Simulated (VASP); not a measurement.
# ZnSe (Stilleite) (F-43m) in VASP: notebook

ZnSe (Stilleite) is run at these levels: PBEsol, PBE, BLYP+D4; tasks: elastic constants, dielectric tensor.

All numbers are computed with VASP 6.6.1; they aren't measurements. Logs are shortened: lines on timing, memory, paths and dates and some standing lists are left out, and cuts for length are marked.

## (1) The cell of the first run

The structure is cubic, space group F-43m (No. 216). The conventional cell has a = 5.668 Å, b = 5.668 Å, c = 5.668 Å, α = 90.00°, β = 90.00°, γ = 90.00°. Within 3.2 Å of Se (site symmetry -43m) lie 4 Zn at 2.45 Å. Zn (site symmetry -43m) has 4 Se at 2.45 Å within 3.2 Å.

## (2) Elastic constants, PBEsol

File INCAR:

```
SYSTEM = ZnSe
PREC = Accurate
ENCUT = 600
EDIFF = 1E-8
ISMEAR = -1
SIGMA = 0.05
LREAL = .False.
LASPH = .True.
NELM = 80
ALGO = Normal
ISIF = 3
LWAVE = .False.
LCHARG = .True.
GGA = PS
IBRION = 6
NFREE = 2
POTIM = 0.015
NSW = 1
```

File KPOINTS:

```
regular mesh
0
Gamma
  6 6 6
  0 0 0
```

File POSCAR:

```
ZnSe
1.0
    0.0000000000      2.8338000000      2.8338000000
    2.8338000000      0.0000000000      2.8338000000
    2.8338000000      2.8338000000      0.0000000000
Se Zn
1 1
Direct
    0.7500000000      0.7500000000      0.7500000000
    0.0000000000      0.0000000000      0.0000000000
```

Potentials or basis: VASP PAW PBE potentials, release 64 (Se, Zn).

Launch:

```
cat potpaw_PBE.64/Se/POTCAR potpaw_PBE.64/Zn/POTCAR > POTCAR
mpirun -np 1 vasp_std > vasp.out
```

OUTCAR:

```text
SYSTEM = ZnSe
   PREC = Accurate
   ENCUT = 600
   EDIFF = 1E-8
   ISMEAR = -1
   LREAL = .False.
   LASPH = .True.
   NELM = 80
   ISIF = 3
   GGA = PS
   IBRION = 6
   NFREE = 2
   POTIM = 0.015
   NSW = 1

 ion  position               nearest neighbor table
   1  0.750  0.750  0.750-   2 2.45   2 2.45   2 2.45   2 2.45
   2  0.000  0.000  0.000-   1 2.45   1 2.45   1 2.45   1 2.45

  LATTYP: Found a face centered cubic cell.
 ALAT       =     5.6676000000

  Lattice vectors:

 A1 = (   0.0000000000,   2.8338000000,   2.8338000000)
 A2 = (   2.8338000000,   0.0000000000,   2.8338000000)
 A3 = (   2.8338000000,   2.8338000000,   0.0000000000)

Analysis of symmetry for initial positions (statically):
=====================================================================
 Subroutine PRICEL returns:
 Original cell was already a primitive cell.

 Routine SETGRP: Setting up the symmetry group for a
 face centered cubic supercell.

 Subroutine GETGRP returns: Found 24 space group operations
 (whereof 24 operations were pure point group operations)
 out of a pool of 48 trial point group operations.

The static configuration has the point symmetry T_d .

Analysis of symmetry for dynamics (positions and initial velocities):
=====================================================================
 Subroutine PRICEL returns:
 Original cell was already a primitive cell.

 Routine SETGRP: Setting up the symmetry group for a
 face centered cubic supercell.

 Subroutine GETGRP returns: Found 24 space group operations
 (whereof 24 operations were pure point group operations)
 out of a pool of 48 trial point group operations.

The dynamic configuration has the point symmetry T_d .

 Subroutine INISYM returns: Found 24 space group operations
 (whereof 24 operations are pure point group operations),
 and found     1 'primitive' translations

----------------------------------------------------------------------------------------

                                     Primitive cell

  volume of cell :      45.5132

  direct lattice vectors                    reciprocal lattice vectors
     0.000000000  2.833800000  2.833800000    -0.176441527  0.176441527  0.176441527
     2.833800000  0.000000000  2.833800000     0.176441527 -0.176441527  0.176441527
     2.833800000  2.833800000  0.000000000     0.176441527  0.176441527 -0.176441527

  length of vectors
     4.007598393  4.007598393  4.007598393     0.305605690  0.305605690  0.305605690

  position of ions in fractional coordinates (direct lattice)
     0.750000000  0.750000000  0.750000000
     0.000000000  0.000000000  0.000000000

  ion indices of the primitive-cell ions
   primitive index   ion index
                 1           1
                 2           2

----------------------------------------------------------------------------------------

 KPOINTS: regular mesh

Automatic generation of k-mesh.
 Grid dimensions read from file:
 generate k-points for:    6    6    6

 Generating k-lattice:

  Cartesian coordinates                     Fractional coordinates (reciprocal lattice)
    -0.029406921  0.029406921  0.029406921     0.166666667  0.000000000  0.000000000
     0.029406921 -0.029406921  0.029406921     0.000000000  0.166666667  0.000000000
     0.029406921  0.029406921 -0.029406921     0.000000000  0.000000000  0.166666667

  Length of vectors
     0.050934282  0.050934282  0.050934282

  Shift w.r.t. Gamma in fractional coordinates (k-lattice)
     0.000000000  0.000000000  0.000000000

 Subroutine IBZKPT returns following result:
 ===========================================

 Found     16 irreducible k-points:

 Following reciprocal coordinates:
            Coordinates               Weight
  0.000000  0.000000  0.000000      1.000000
  0.166667  0.000000  0.000000      8.000000
  0.333333  0.000000  0.000000      8.000000
  0.500000  0.000000  0.000000      4.000000
  0.166667  0.166667  0.000000      6.000000
  0.333333  0.166667  0.000000     24.000000
[... 8 lines left out ...]
 -0.333333  0.333333  0.166667     24.000000
 -0.333333  0.500000  0.166667     12.000000
[... 41 lines left out ...]
  Thomas-Fermi vector in A             =   2.337476
   LORBIT       =      0    0 simple, 1 ext, 2 COOP (PROOUT), +10 PAW based schemes
   GGA     = PS    functional components
   LHFCALC =     F    Hartree Fock is set to
   AEXX    =    0.0000 exact exchange contribution
   IVDW    =     0    specifies the selected vdW correction
   LEPSILON=     F    determine dielectric tensor
   LRPA    =     F    only Hartree local field effects (RPA)
 finite differences with symmetry
 non-spin polarized calculation
  energy-cutoff  :      600.00
  volume of cell :       45.51
 maximum number of plane-waves:      1536
   NGX = 17   NGY = 17   NGZ = 17

--------------------------------------- Ionic step        1  -------------------------------------------

 number of electron      17.9999991 magnetization

 Free energy of the ion-electron system (eV)
  ---------------------------------------------------
  ext. energy  EPLUGINS =         0.00000000
  ---------------------------------------------------
  free energy    TOTEN  =        -6.76565236 eV

  energy without entropy =       -6.76565218  energy(sigma->0) =       -6.76565227

------------------------ aborting loop because EDIFF is reached ----------------------------------------

  FORCE on cell =-STRESS in cart. coord.  units (eV):
  Direction    XX          YY          ZZ          XY          YZ          ZX
  --------------------------------------------------------------------------------------
  -------------------------------------------------------------------------------------
  Total       -0.2494029     -0.2494029     -0.2494029     -0.0000000      0.0000000     -0.0000000
  in kB       -8.7795957     -8.7795957     -8.7795957     -0.0000000      0.0000000     -0.0000000
  external PRESSURE =      -8.7795957 kB  Pullay stress =       0.0000000 kB
[... 89 lines left out ...]
  FREE ENERGIE OF THE ION-ELECTRON SYSTEM (eV)
  ---------------------------------------------------
  free  energy   TOTEN  =        -6.7666507512 eV

  energy  without entropy=       -6.7666506444  energy(sigma->0) =       -6.76665070

[... ionic steps 4 to 14 ...]

--------------------------------------- Ionic step       15  -------------------------------------------

 number of electron      17.9999991 magnetization

------------------------ aborting loop because EDIFF is reached ----------------------------------------
[... 67 lines left out ...]
--------------------------------------- Ionic step       17  -------------------------------------------

 number of electron      17.9999996 magnetization

 Free energy of the ion-electron system (eV)
  ---------------------------------------------------
  ext. energy  EPLUGINS =         0.00000000
  ---------------------------------------------------
  free energy    TOTEN  =        -6.76504293 eV

  energy without entropy =       -6.76504276  energy(sigma->0) =       -6.76504284

 E-fermi :   2.1056     XC(G=0):  -9.5245

 val. band max:        1.5088286268   @ k =   0.0000   0.0000   0.0000
 cond. band min:       2.6610077095   @ k =   0.0000   0.0000   0.0000
 fundamental gap:      1.1521790828
 Fermi energy:         2.1056107989

 k-point     1 :       0.0000    0.0000    0.0000
  band No.  band energies     occupation
      1     -11.7938      2.00000
      2      -5.0769      2.00000
      3      -5.0684      2.00000
      4      -5.0599      2.00000
      5      -4.6973      2.00000
      6      -4.6972      2.00000
      7       1.4740      1.99999
      8       1.4921      1.99999
      9       1.5088      1.99999
     10       2.6610      0.00003
     11       7.2098      0.00000
     12       7.2208      0.00000
     13       7.2334      0.00000
[... 354 lines left out ...]
  band No.  band energies     occupation
      1     -10.9370      2.00000
      2      -4.9841      2.00000
      3      -4.9478      2.00000
      4      -4.7472      2.00000
      5      -4.6756      2.00000
      6      -4.5590      2.00000
      7      -3.4066      2.00000
      8      -0.4183      2.00000
      9       0.2108      2.00000
     10       5.0341      0.00000
     11       7.1294      0.00000
     12       8.7600      0.00000
     13       9.3921      0.00000

 [... further k-points ...]

------------------------ aborting loop because EDIFF is reached ----------------------------------------

  FORCE on cell =-STRESS in cart. coord.  units (eV):
  Direction    XX          YY          ZZ          XY          YZ          ZX
  --------------------------------------------------------------------------------------
  -------------------------------------------------------------------------------------
  Total       -0.2487752     -0.2466355     -0.2466355      0.0000000      0.0781237      0.0000000
  in kB       -8.7575003     -8.6821757     -8.6821757      0.0000000      2.7501472      0.0000000
  external PRESSURE =      -8.7072839 kB  Pullay stress =       0.0000000 kB
[... 17 lines left out ...]
  FREE ENERGIE OF THE ION-ELECTRON SYSTEM (eV)
  ---------------------------------------------------
  free  energy   TOTEN  =        -6.7650429329 eV

  energy  without entropy=       -6.7650427560  energy(sigma->0) =       -6.76504284

 INTERNAL STRAIN TENSORS FROM STRAINED CELLS
 ============================================

 INTERNAL STRAIN TENSOR FOR ION    1 for displacements in x,y,z  (eV/Angst):
          X           Y           Z          XY          YZ          ZX
  --------------------------------------------------------------------------------
  x     0.00000     0.00000     0.00000    -0.00000     5.21438     0.00000
  y     0.00000     0.00000     0.00000    -0.00000    -0.00000     5.21449
  z     0.00000     0.00000    -0.00000     5.21453    -0.00000    -0.00000

 INTERNAL STRAIN TENSORS FROM DISPLACED ATOMS
 ============================================

 INTERNAL STRAIN TENSOR FOR ION    1 for displacements in x,y,z  (eV/Angst):
          X           Y           Z          XY          YZ          ZX
  --------------------------------------------------------------------------------
  x    -0.00000    -0.00000    -0.00000     0.00000     5.20582     0.00000
  y    -0.00000    -0.00000    -0.00000     0.00000     0.00000     5.20582
  z    -0.00000    -0.00000    -0.00000     5.20582     0.00000     0.00000

 INTERNAL STRAIN TENSOR FOR ION    2 for displacements in x,y,z  (eV/Angst):
          X           Y           Z          XY          YZ          ZX
  --------------------------------------------------------------------------------
  x     0.00000     0.00000     0.00000     0.00000    -5.20835     0.00000
  y     0.00000     0.00000     0.00000     0.00000     0.00000    -5.20835
  z     0.00000     0.00000     0.00000    -5.20835     0.00000     0.00000

 Eigenvectors and eigenvalues of the dynamical matrix
 ----------------------------------------------------

   1 f  =    6.108778 THz    38.382586 2PiTHz  203.766908 cm-1    25.263865 meV
             X         Y         Z           dx          dy          dz
      4.250700  4.250700  4.250700    -0.597493    0.165668   -0.262984
      0.000000  0.000000  0.000000     0.655764   -0.181825    0.288632
[... 21 lines left out ...]
   6 f/i=    0.003731 THz     0.023445 2PiTHz    0.124464 cm-1     0.015432 meV
             X         Y         Z           dx          dy          dz
      4.250700  4.250700  4.250700     0.724470   -0.144931   -0.023113
      0.000000  0.000000  0.000000     0.660093   -0.132052   -0.021059

--------------------------------------------------------------------------------------------------------

 ELASTIC MODULI CONTR FROM IONIC RELAXATION (kBar)
 Direction    XX          YY          ZZ          XY          YZ          ZX
 --------------------------------------------------------------------------------
 XX          -0.0000     -0.0000     -0.0000      0.0000      0.0000      0.0000
 YY          -0.0000     -0.0000     -0.0000      0.0000      0.0000      0.0000
 ZZ          -0.0000     -0.0000     -0.0000      0.0000      0.0000      0.0000
 XY           0.0000      0.0000      0.0000   -174.7443     -0.0000      0.0000
 YZ           0.0000      0.0000      0.0000     -0.0000   -174.7443      0.0000
 ZX           0.0000      0.0000      0.0000      0.0000      0.0000   -174.7443
 --------------------------------------------------------------------------------

 TOTAL ELASTIC MODULI (kBar)
 Direction    XX          YY          ZZ          XY          YZ          ZX
 --------------------------------------------------------------------------------
 XX         859.7899    497.4656    497.4656     -0.0000      0.0000      0.0000
 YY         497.4656    859.7899    497.4656      0.0000      0.0000      0.0000
 ZZ         497.4656    497.4656    859.7899      0.0000      0.0000     -0.0000
 XY          -0.0000      0.0000      0.0000    390.4946     -0.0000      0.0000
 YZ           0.0000      0.0000      0.0000     -0.0000    390.4946      0.0000
 ZX           0.0000      0.0000     -0.0000      0.0000      0.0000    390.4946
 --------------------------------------------------------------------------------
```

Wall time 4.9 min (1 thread of Intel Xeon Platinum 8488C (Sapphire Rapids), shared host); peak memory 0.24 GiB.

What came out:

```yaml
Elastic_constants_C11_C12_C44: 86, 50, 39 GPa
Voigt_bulk_modulus: 62 GPa
Highest_phonon_frequency_at_Γ_LO-TO_splitting_left_out: 204 cm⁻¹
```

Phonon frequencies in cm⁻¹ (negative: imaginary):
```
              q point        frequencies
(0.000, 0.000, 0.000)  0 0 0 204 204 204
```

Elastic tensor in Voigt notation (GPa, in the Cartesian axes of the cell as first typed):
```
86 50 50  0  0  0
50 86 50  0  0  0
50 50 86  0  0  0
 0  0  0 39  0  0
 0  0  0  0 39  0
 0  0  0  0  0 39
```

Clamped-ion elastic tensor (GPa):
```
86 50 50  0  0  0
50 86 50  0  0  0
50 50 86  0  0  0
 0  0  0 57  0  0
 0  0  0  0 57  0
 0  0  0  0  0 57
```

Caveat: the PAW data sets were made with another functional, which shifts forces and pressure a little.

## (3) Elastic constants, PBE

File INCAR:

```
  PREC = Accurate
  ENCUT = 600
  EDIFF = 1E-8
  ISMEAR = -1
  SIGMA = 0.05
  LREAL = False
  LASPH = True
  NELM = 80
  ALGO = Normal
  ISIF = 3
  LWAVE = False
  LCHARG = False
  GGA = PE
  NBANDS = 16
  IBRION = 6
  NFREE = 2
  POTIM = 0.015
  NSW = 1
```

File KPOINTS:

```
Automatic mesh
0
Gamma
  6 6 6
```

POSCAR is that of step 2.

Potentials or basis: VASP PAW PBE potentials, release 64 (Se, Zn).

Launch:

```
cat potpaw_PBE.64/Se/POTCAR potpaw_PBE.64/Zn/POTCAR > POTCAR
mpirun -np 1 vasp_std > vasp.out
```

Run time: 7.5 min. Hardware: 1 thread of Intel Xeon 6975P-C (Granite Rapids), shared host; peak memory 0.26 GiB.

Results (log left out):

| Item | Value |
| --- | --- |
| Elastic constants C11, C12, C44 | 87, 54, 38 GPa |
| Voigt bulk modulus | 65 GPa |
| Highest phonon frequency at Γ, LO-TO splitting left out | 208 cm⁻¹ |

Phonon frequencies in cm⁻¹ (negative: imaginary):
| q point | frequencies |
| --- | --- |
| (0.000, 0.000, 0.000) | 0 0 0 208 208 208 |

Elastic tensor in Voigt notation (GPa, in the Cartesian axes of the cell as first typed):
```
87 54 54  0  0  0
54 87 54  0  0  0
54 54 87  0  0  0
 0  0  0 38  0  0
 0  0  0  0 38  0
 0  0  0  0  0 38
```

Clamped-ion elastic tensor (GPa):
```
87 54 54  0  0  0
54 87 54  0  0  0
54 54 87  0  0  0
 0  0  0 59  0  0
 0  0  0  0 59  0
 0  0  0  0  0 59
```

Caveat: the cell is under stress, which shifts elastic constants.

(Continued in part 2 of 2.)
